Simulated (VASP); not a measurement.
# AlRu (Pm-3m) in VASP: further runs

AlRu is run at these levels: PBE; tasks: single point.

Everything below comes from runs of VASP 6.6.1. Logs are shortened: lines on timing, memory, paths and dates and some standing lists are left out, and cuts for length are marked.

## 1. The cell of the first run

Symmetry: Pm-3m, No. 221, cubic system. The conventional cell has a = 2.910 Å, b = 2.910 Å, c = 2.910 Å, α = 90.00°, β = 90.00°, γ = 90.00°. Within 3.3 Å of Al (site symmetry m-3m) lie 8 Ru at 2.52 Å and 6 Al at 2.91 Å. Within 3.3 Å of Ru (site symmetry m-3m) lie 8 Al at 2.52 Å and 6 Ru at 2.91 Å.

## 2. Single point, PBE

Contents of INCAR:

```
PREC     = Accurate       # precision mode
ENCUT    = 520            # plane-wave cutoff, eV
EDIFF    = 1E-7           # SCF threshold, eV
ISMEAR   = 1              # smearing method
SIGMA    = 0.15           # smearing width, eV
LREAL    = False          # projectors in reciprocal space
LASPH    = True           # aspherical terms in the spheres
NELM     = 60             # most SCF steps
ALGO     = Normal         # electronic algorithm
ISIF     = 2              # what is computed and relaxed
LWAVE    = False          # write WAVECAR
LCHARG   = False          # write CHGCAR
GGA      = PE             # functional
NBANDS   = 16             # bands
```

Contents of KPOINTS:

```
Automatic mesh
0
Gamma
  10 10 10
```

Contents of POSCAR:

```
AlRu
1.0
    2.9095967325      0.0000000000      0.0000000000
    0.0000000000      2.9095967325      0.0000000000
    0.0000000000      0.0000000000      2.9095967325
Al Ru
1 1
Direct
    0.0000000000      0.0000000000      0.0000000000
    0.5000000000      0.5000000000      0.5000000000
```

Potentials or basis: VASP PAW PBE potentials, release 64 (Al, Ru_pv).

Run with:

```sh
$ cat potpaw_PBE.64/Al/POTCAR potpaw_PBE.64/Ru_pv/POTCAR > POTCAR
$ mpirun -np 1 vasp_std > vasp.out
```

OUTCAR:

```text
PREC = Accurate
   ENCUT = 520
   EDIFF = 1E-7
   ISMEAR = 1
   LREAL = False
   LASPH = True
   NELM = 60
   ISIF = 2
   GGA = PE

 ion  position               nearest neighbor table
   1  0.000  0.000  0.000-   2 2.52   2 2.52   2 2.52   2 2.52   2 2.52   2 2.52   2 2.52   2 2.52

   2  0.500  0.500  0.500-   1 2.52   1 2.52   1 2.52   1 2.52   1 2.52   1 2.52   1 2.52   1 2.52

  LATTYP: Found a simple cubic cell.
 ALAT       =     2.9095967325

  Lattice vectors:

 A1 = (   2.9095967325,   0.0000000000,   0.0000000000)
 A2 = (   0.0000000000,   2.9095967325,   0.0000000000)
 A3 = (   0.0000000000,   0.0000000000,   2.9095967325)

Analysis of symmetry for initial positions (statically):
=====================================================================
 Subroutine PRICEL returns:
 Original cell was already a primitive cell.

 Routine SETGRP: Setting up the symmetry group for a
 simple cubic supercell.

 Subroutine GETGRP returns: Found 48 space group operations
 (whereof 48 operations were pure point group operations)
 out of a pool of 48 trial point group operations.

The static configuration has the point symmetry O_h .

Analysis of symmetry for dynamics (positions and initial velocities):
=====================================================================
 Subroutine PRICEL returns:
 Original cell was already a primitive cell.

 Routine SETGRP: Setting up the symmetry group for a
 simple cubic supercell.

 Subroutine GETGRP returns: Found 48 space group operations
 (whereof 48 operations were pure point group operations)
 out of a pool of 48 trial point group operations.

The dynamic configuration has the point symmetry O_h .

 Subroutine INISYM returns: Found 48 space group operations
 (whereof 48 operations are pure point group operations),
 and found     1 'primitive' translations

----------------------------------------------------------------------------------------

                                     Primitive cell

  volume of cell :      24.6319

  direct lattice vectors                    reciprocal lattice vectors
     2.909596732  0.000000000  0.000000000     0.343690240  0.000000000  0.000000000
     0.000000000  2.909596732  0.000000000     0.000000000  0.343690240  0.000000000
     0.000000000  0.000000000  2.909596732     0.000000000  0.000000000  0.343690240

  length of vectors
     2.909596732  2.909596732  2.909596732     0.343690240  0.343690240  0.343690240

  position of ions in fractional coordinates (direct lattice)
     0.000000000  0.000000000  0.000000000
     0.500000000  0.500000000  0.500000000

  ion indices of the primitive-cell ions
   primitive index   ion index
                 1           1
                 2           2

----------------------------------------------------------------------------------------

 KPOINTS: Automatic mesh

Automatic generation of k-mesh.
 Grid dimensions read from file:
 generate k-points for:   10   10   10

 Generating k-lattice:

  Cartesian coordinates                     Fractional coordinates (reciprocal lattice)
     0.034369024  0.000000000  0.000000000     0.100000000  0.000000000  0.000000000
     0.000000000  0.034369024  0.000000000     0.000000000  0.100000000  0.000000000
     0.000000000  0.000000000  0.034369024     0.000000000  0.000000000  0.100000000

  Length of vectors
     0.034369024  0.034369024  0.034369024

  Shift w.r.t. Gamma in fractional coordinates (k-lattice)
     0.000000000  0.000000000  0.000000000

 Subroutine IBZKPT returns following result:
 ===========================================

 Found     56 irreducible k-points:

 Following reciprocal coordinates:
            Coordinates               Weight
  0.000000  0.000000  0.000000      1.000000
  0.100000  0.000000  0.000000      6.000000
  0.200000  0.000000  0.000000      6.000000
  0.300000  0.000000  0.000000      6.000000
  0.400000  0.000000  0.000000      6.000000
  0.500000  0.000000  0.000000      3.000000
[... 16 lines left out ...]
  0.200000  0.100000  0.100000     24.000000
  0.300000  0.100000  0.100000     24.000000
 [... further k-points ...]
   k-points           NKPTS =     56   k-points in BZ     NKDIM =     56   number of bands    NBANDS=     16
   number of dos      NEDOS =    301   number of ions     NIONS =      2
   total plane-waves  NPLWV =  13824
   dimension x,y,z NGX =    24 NGY =   24 NGZ =   24
   dimension x,y,z NGXF=    48 NGYF=   48 NGZF=   48
   ions per type =               1   1
   NGX,Y,Z   is equivalent  to a cutoff of  13.71, 13.71, 13.71 a.u.
   NGXF,Y,Z  is equivalent  to a cutoff of  27.43, 27.43, 27.43 a.u.
 SYSTEM =  unknown system
   PREC   = accura    normal or accurate (medium, high low for compatibility)
   ISTART =      0    job   : 0-new  1-cont  2-samecut
   ICHARG =      2    charge: 1-file 2-atom 10-const
   ISPIN  =      1    spin polarized calculation?
   LNONCOLLINEAR =      F non collinear calculations
   LSORBIT =      F    spin-orbit coupling
   LASPH  =      T    aspherical Exc in radial PAW
   ENCUT  =  520.0 eV  38.22 Ry    6.18 a.u.   5.41  5.41  5.41*2*pi/ulx,y,z
   NELM   =     60;   NELMIN=  2; NELMDL= -5     # of ELM steps
   EDIFF  = 0.1E-06   stopping-criterion for ELM
   LREAL  =      F    real-space projection
   EDIFFG = 0.1E-05   stopping-criterion for IOM
   NSW    =      0    number of steps for IOM
   IBRION =     -1    ionic relax: 0-MD 1-quasi-New 2-CG
   NFREE  =      0    steps in history (QN), initial steepest desc. (CG)
   ISIF   =      2    stress and relaxation
   ISYM   =      2    0-nonsym 1-usesym 2-fastsym
   POTIM  = 0.5000    time-step for ionic-motion
   TEBEG  =    0.0;   TEEND  =   0.0 temperature during run
   PSTRESS=    0.0 pullay stress
   NELECT =      17.0000    total number of electrons
   NUPDOWN=      -1.0000    fix difference up-down
   EMIN   =  10.00;   EMAX   =-10.00  energy-range for DOS
   EFERMI =   0.00;   METHOD = LEGACY
   ISMEAR =     1;   SIGMA  =   0.15  broadening in eV -4-tet -1-fermi 0-gaus
   EFERMI_NEDOS =   21; number of points for ismear=-14 and -15
   IALGO  =     38    algorithm
   IMIX   =      4    mixing-type and parameters
     AMIX     =   0.40;   BMIX     =  1.00
     AMIX_MAG =   1.60;   BMIX_MAG =  1.00
  volume/ion in A,a.u.               =      12.32        83.11
  Fermi-wavevector in a.u.,A,eV,Ry     =   1.446744  2.733950 28.477919  2.093068
  Thomas-Fermi vector in A             =   2.564778
   LORBIT       =      0    0 simple, 1 ext, 2 COOP (PROOUT), +10 PAW based schemes
   GGA     = PE    functional components
   LHFCALC =     F    Hartree Fock is set to
   AEXX    =    0.0000 exact exchange contribution
   IVDW    =     0    specifies the selected vdW correction
   LEPSILON=     F    determine dielectric tensor
   LRPA    =     F    only Hartree local field effects (RPA)
 non-spin polarized calculation
 Methfessel and Paxton  Order N= 1 SIGMA  =   0.15
  energy-cutoff  :      520.00
  volume of cell :       24.63
 maximum number of plane-waves:       691
 NGX is ok and might be reduce to    24
   NGX = 11   NGY = 11   NGZ = 11

 number of electron      17.0000002 magnetization

 Free energy of the ion-electron system (eV)
  ---------------------------------------------------
  ext. energy  EPLUGINS =         0.00000000
  ---------------------------------------------------
  free energy    TOTEN  =       -14.09106679 eV

  energy without entropy =      -14.08907044  energy(sigma->0) =      -14.09040134

 E-fermi :  11.9548     XC(G=0): -13.0003

 val. band max:       11.9548278823   @ k =   0.5000   0.2000   0.2000
 cond. band min:      11.9703776033   @ k =   0.5000   0.1000   0.1000
 fundamental gap:      0.0155497209
 Fermi energy:        11.9548452686

 k-point     1 :       0.0000    0.0000    0.0000
  band No.  band energies     occupation
      1     -29.8645      2.00000
      2     -29.8645      2.00000
      3     -29.8645      2.00000
      4       1.7724      2.00000
      5       7.8851      2.00000
      6       7.8851      2.00000
[... 8 lines left out ...]
     15      24.0416      0.00000
     16      28.6997      0.00000

 k-point     2 :       0.1000    0.0000    0.0000
  band No.  band energies     occupation
      1     -29.8923      2.00000
      2     -29.8622      2.00000
      3     -29.8622      2.00000
      4       1.9789      2.00000
      5       7.9600      2.00000
      6       7.9673      2.00000
[... 8 lines left out ...]
     15      24.1373      0.00000
     16      29.3035      0.00000

 k-point     3 :       0.2000    0.0000    0.0000
  band No.  band energies     occupation
      1     -29.9645      2.00000
      2     -29.8561      2.00000
      3     -29.8561      2.00000
      4       2.5764      2.00000
      5       8.1020      2.00000
      6       8.1655      2.00000
[... 8 lines left out ...]
     15      25.1414      0.00000
     16      30.1787      0.00000

 k-point     4 :       0.3000    0.0000    0.0000
  band No.  band energies     occupation
      1     -30.0527      2.00000
      2     -29.8485      2.00000
      3     -29.8485      2.00000
      4       3.5041      2.00000
      5       7.9541      2.00000
      6       8.4421      2.00000
[... 8 lines left out ...]
     15      25.7387      0.00000
     16      28.4095      0.00000
[... 324 lines left out ...]
 k-point    22 :       0.1000    0.1000    0.1000
  band No.  band energies     occupation
      1     -29.8899      2.00000
      2     -29.8861      2.00000
      3     -29.8861      2.00000
      4       2.3818      2.00000
      5       8.1290      2.00000
      6       8.1290      2.00000
[... 8 lines left out ...]
     15      24.0421      0.00000
     16      30.2529      0.00000

 k-point    23 :       0.2000    0.1000    0.1000
  band No.  band energies     occupation
      1     -29.9590      2.00000
      2     -29.8819      2.00000
      3     -29.8798      2.00000
      4       2.9573      2.00000
      5       8.2910      2.00000
      6       8.3255      2.00000
[... 8 lines left out ...]
     15      25.5594      0.00000
     16      29.0376      0.00000

 k-point    24 :       0.3000    0.1000    0.1000
  band No.  band energies     occupation
      1     -30.0464      2.00000
      2     -29.8738      2.00000
      3     -29.8720      2.00000
      4       3.8449      2.00000
      5       8.0967      2.00000
      6       8.6019      2.00000
[... 8 lines left out ...]
     15      26.5313      0.00000
     16      27.2979      0.00000

 [... further k-points ...]
[... 5 lines left out ...]
  --------------------------------------------------------------------------------------
  -------------------------------------------------------------------------------------
  Total        3.7012685      3.7012685      3.7012685      0.0000000      0.0000000     -0.0000000
  in kB      240.7480482    240.7480482    240.7480482      0.0000000      0.0000000     -0.0000000
  external PRESSURE =     240.7480482 kB  Pullay stress =       0.0000000 kB

 VOLUME and BASIS-vectors are now :
 -----------------------------------------------------------------------------
  energy-cutoff  :      520.00
  volume of cell :       24.63
      direct lattice vectors                 reciprocal lattice vectors
     2.909596732  0.000000000  0.000000000     0.343690240  0.000000000  0.000000000
     0.000000000  2.909596732  0.000000000     0.000000000  0.343690240  0.000000000
     0.000000000  0.000000000  2.909596732     0.000000000  0.000000000  0.343690240

 POSITION                                       TOTAL-FORCE (eV/Angst)
 -----------------------------------------------------------------------------------
      0.00000      0.00000      0.00000         0.000000      0.000000      0.000000
      1.45480      1.45480      1.45480         0.000000      0.000000      0.000000
 -----------------------------------------------------------------------------------
    total drift:                                0.000000     -0.000000     -0.000000

  FREE ENERGIE OF THE ION-ELECTRON SYSTEM (eV)
  ---------------------------------------------------
  free  energy   TOTEN  =       -14.0910667925 eV

  energy  without entropy=      -14.0890704385  energy(sigma->0) =      -14.09040134
```

Wall time 22 s (1 thread of AMD EPYC 7R13, shared host); peak memory 0.12 GiB.

Results:

```yaml
Free_energy: -14.0911 eV
Pressure: 24.1 GPa
```

Levels at points of the mesh, in eV from the Fermi level:
```
           k point  band 6  band 7  band 8  band 9  band 10  band 11  band 12  band 13
(0.00, 0.00, 0.00)   -4.07    0.18    0.18    0.18     6.49     6.49     6.49    11.47
(0.50, 0.00, 0.00)   -3.17   -1.81   -1.81    0.48     2.60     7.37    11.46    11.46
(0.50, 0.50, 0.00)   -1.43   -1.43   -1.36   -1.36     1.73     5.87     7.11    11.26
(0.50, 0.50, 0.50)   -5.14    1.83    1.83    3.09     4.34     4.34     4.34     9.33
```

## 3. Single point, PBE

This run uses another cell than the first one, of 12.85 Å³/atom, 1.043 times its volume.

Contents of INCAR:

```
SYSTEM = AlRu
PREC = Accurate ; ENCUT = 520
EDIFF = 1E-6 ; ISMEAR = 1
SIGMA = 0.15 ; LREAL = .False.
LASPH = .True. ; NELM = 80
ALGO = Normal ; ISIF = 2
LWAVE = .False. ; LCHARG = .False.
GGA = PE ; NBANDS = 16
```

Contents of KPOINTS:

```
regular mesh
0
Gamma
  10 10 10
  0 0 0
```

Contents of POSCAR:

```
AlRu
1.0
    2.9511680166      0.0000000000      0.0000000000
    0.0000000000      2.9511680166      0.0000000000
    0.0000000000      0.0000000000      2.9511680166
Al Ru
1 1
Direct
    0.0000000000      0.0000000000      0.0000000000
    0.5000000000      0.5000000000      0.5000000000
```

Potentials or basis: VASP PAW PBE potentials, release 64 (Al, Ru_pv).

Run with:

```sh
$ cat potpaw_PBE.64/Al/POTCAR potpaw_PBE.64/Ru_pv/POTCAR > POTCAR
$ mpirun -np 1 vasp_std > vasp.out
```

Wall time 20 s (1 thread of AMD EPYC 7R13, shared host); peak memory 0.12 GiB.

It converged, with:

```
Free energy : -14.2112 eV
Pressure    : 12.2 GPa
```

Levels at points of the mesh, in eV from the Fermi level:
```csv
k point,band 6,band 7,band 8,band 9,band 10,band 11,band 12,band 13
"(0.00, 0.00, 0.00)",-3.81,0.17,0.17,0.17,6.27,6.27,6.27,11.21
"(0.50, 0.00, 0.00)",-2.97,-1.71,-1.71,0.44,2.43,7.41,11.24,11.24
"(0.50, 0.50, 0.00)",-1.40,-1.40,-1.27,-1.27,1.61,5.57,6.65,10.92
"(0.50, 0.50, 0.50)",-4.88,1.71,1.71,2.82,4.22,4.22,4.22,8.91
```

## 4. Single point, PBE

This run uses another cell than the first one, of 13.39 Å³/atom, 1.087 times its volume.

Contents of INCAR:

```
  PREC = Accurate
  ENCUT = 520
  EDIFF = 1E-6
  ISMEAR = 1
  SIGMA = 0.15
  LREAL = False
  LASPH = True
  NELM = 100
  ALGO = Normal
  ISIF = 2
  LWAVE = False
  LCHARG = False
  GGA = PE
  NBANDS = 16
```

Contents of KPOINTS:

```
Automatic mesh
0
Gamma
  10 10 10
```

Contents of POSCAR:

```
AlRu
1.0
    2.9916000000      0.0000000000      0.0000000000
    0.0000000000      2.9916000000      0.0000000000
    0.0000000000      0.0000000000      2.9916000000
Al Ru
1 1
Direct
    0.0000000000      0.0000000000      0.0000000000
    0.5000000000      0.5000000000      0.5000000000
```

Run with:

```sh
$ cat potpaw_PBE.64/Al/POTCAR potpaw_PBE.64/Ru_pv/POTCAR > POTCAR
$ mpirun -np 1 vasp_std > vasp.out
```

Wall time 25 s (1 thread of AMD EPYC 7R13, shared host); peak memory 0.12 GiB.

Results (log left out):

```
Free energy : -14.2595 eV
Pressure    : 2.5 GPa
```

Levels at points of the mesh, in eV from the Fermi level:
```
           k point  band 6  band 7  band 8  band 9  band 10  band 11  band 12  band 13
(0.00, 0.00, 0.00)   -3.58    0.16    0.16    0.16     6.07     6.07     6.07    10.97
(0.50, 0.00, 0.00)   -2.78   -1.62   -1.62    0.41     2.27     7.44    11.02    11.02
(0.50, 0.50, 0.00)   -1.37   -1.37   -1.18   -1.18     1.51     5.30     6.22    10.59
(0.50, 0.50, 0.50)   -4.65    1.60    1.60    2.57     4.12     4.12     4.12     8.52
```

## 5. Single point, PBE

This run uses another cell than the first one, of 13.92 Å³/atom, 1.130 times its volume.

Contents of INCAR:

```
SYSTEM = AlRu
PREC     = Accurate       ! precision mode
ENCUT    = 520            ! plane-wave cutoff, eV
EDIFF    = 1E-6           ! SCF threshold, eV
ISMEAR   = 1              ! smearing method
SIGMA    = 0.15           ! smearing width, eV
LREAL    = .False.        ! projectors in reciprocal space
LASPH    = .True.         ! aspherical terms in the spheres
NELM     = 100            ! most SCF steps
ALGO     = Normal         ! electronic algorithm
ISIF     = 2              ! what is computed and relaxed
LWAVE    = .False.        ! write WAVECAR
LCHARG   = .True.         ! write CHGCAR
GGA      = PE             ! functional
LELF     = .True.         ! ELF
LVHAR    = .True.       
NBANDS   = 16             ! bands
```

Contents of KPOINTS:

```
Automatic mesh
0
Gamma
  10 10 10
  0 0 0
```

Contents of POSCAR:

```
AlRu
1.0
    3.0309676725      0.0000000000      0.0000000000
    0.0000000000      3.0309676725      0.0000000000
    0.0000000000      0.0000000000      3.0309676725
Al Ru
1 1
Direct
    0.0000000000      0.0000000000      0.0000000000
    0.5000000000      0.5000000000      0.5000000000
```

Run with:

```sh
$ cat potpaw_PBE.64/Al/POTCAR potpaw_PBE.64/Ru_pv/POTCAR > POTCAR
$ mpirun -np 1 vasp_std > vasp.out
```

Run time: 29 s. Hardware: 1 thread of AMD EPYC 7R13, shared host; peak memory 0.12 GiB.

The run converged. Its results:

```
Free energy : -14.2500 eV
Pressure    : -5.2 GPa
```

Levels at points of the mesh, in eV from the Fermi level:
| k point | band 5 | band 6 | band 7 | band 8 | band 9 | band 10 | band 11 | band 12 | band 13 | band 14 |
| --- | --- | --- | --- | --- | --- | --- | --- | --- | --- | --- |
| (0.00, 0.00, 0.00) | -3.38 | -3.38 | 0.15 | 0.15 | 0.15 | 5.88 | 5.88 | 5.88 | 10.74 | 10.74 |
| (0.50, 0.00, 0.00) | -5.42 | -2.62 | -1.54 | -1.54 | 0.38 | 2.13 | 7.46 | 10.82 | 10.82 | 12.11 |
| (0.50, 0.50, 0.00) | -2.92 | -1.34 | -1.34 | -1.11 | -1.11 | 1.42 | 5.04 | 5.83 | 10.28 | 12.11 |
| (0.50, 0.50, 0.50) | -4.43 | -4.43 | 1.51 | 1.51 | 2.33 | 4.04 | 4.04 | 4.04 | 8.16 | 8.16 |

## 6. Single point, PBE

This run uses another cell than the first one, of 14.46 Å³/atom, 1.174 times its volume.

Contents of INCAR:

```
SYSTEM = AlRu
ALGO = Normal ; EDIFF = 1E-6
ENCUT = 520 ; GGA = PE
ISIF = 2 ; ISMEAR = 1
LASPH = .True. ; LCHARG = .False.
LREAL = .False. ; LWAVE = .False.
NBANDS = 16 ; NELM = 80
PREC = Accurate ; SIGMA = 0.15
```

Contents of KPOINTS:

```
k-points
0
Gamma
  10 10 10
  0 0 0
```

Contents of POSCAR:

```
AlRu
1.0
    3.0693384252      0.0000000000      0.0000000000
    0.0000000000      3.0693384252      0.0000000000
    0.0000000000      0.0000000000      3.0693384252
Al Ru
1 1
Direct
    0.0000000000      0.0000000000      0.0000000000
    0.5000000000      0.5000000000      0.5000000000
```

Potentials or basis: VASP PAW PBE potentials, release 64 (Al, Ru_pv).

Run with:

```sh
$ cat potpaw_PBE.64/Al/POTCAR potpaw_PBE.64/Ru_pv/POTCAR > POTCAR
$ mpirun -np 1 vasp_std > vasp.out
```

It took 28 s on 1 thread of AMD EPYC 7R13, shared host; peak memory 0.12 GiB.

The run converged. Its results:

| Quantity | Value |
| --- | --- |
| Free energy | -14.1937 eV |
| Pressure | -11.5 GPa |

Levels at points of the mesh, in eV from the Fermi level:
| k point | band 7 | band 8 | band 9 | band 10 | band 11 | band 12 |
| --- | --- | --- | --- | --- | --- | --- |
| (0.00, 0.00, 0.00) | 0.14 | 0.14 | 0.14 | 5.71 | 5.71 | 5.71 |
| (0.50, 0.00, 0.00) | -1.46 | -1.46 | 0.36 | 2.00 | 7.47 | 10.62 |
| (0.50, 0.50, 0.00) | -1.31 | -1.04 | -1.04 | 1.33 | 4.81 | 5.47 |
| (0.50, 0.50, 0.50) | 1.41 | 1.41 | 2.11 | 3.96 | 3.96 | 3.96 |

## 7. Overview

```csv
cell,gap on the mesh (eV),pressure (GPa)
"a = 2.910 Å, 2 atoms",none,24.1
"a = 2.951 Å, 2 atoms",none,12.2
"a = 2.992 Å, 2 atoms",none,2.5
"a = 3.031 Å, 2 atoms",none,-5.2
"a = 3.069 Å, 2 atoms",none,-11.5
```

Alike in all rows: task single point; level PBE; potentials or basis VASP PAW PBE potentials, release 64 (Al, Ru_pv); no spin polarisation; k mesh 10 × 10 × 10; cutoff (eV) 520; smearing methfessel-paxton 0.15 eV.

Total energies depend on the potentials used, so only differences within one code and one set of settings carry meaning.
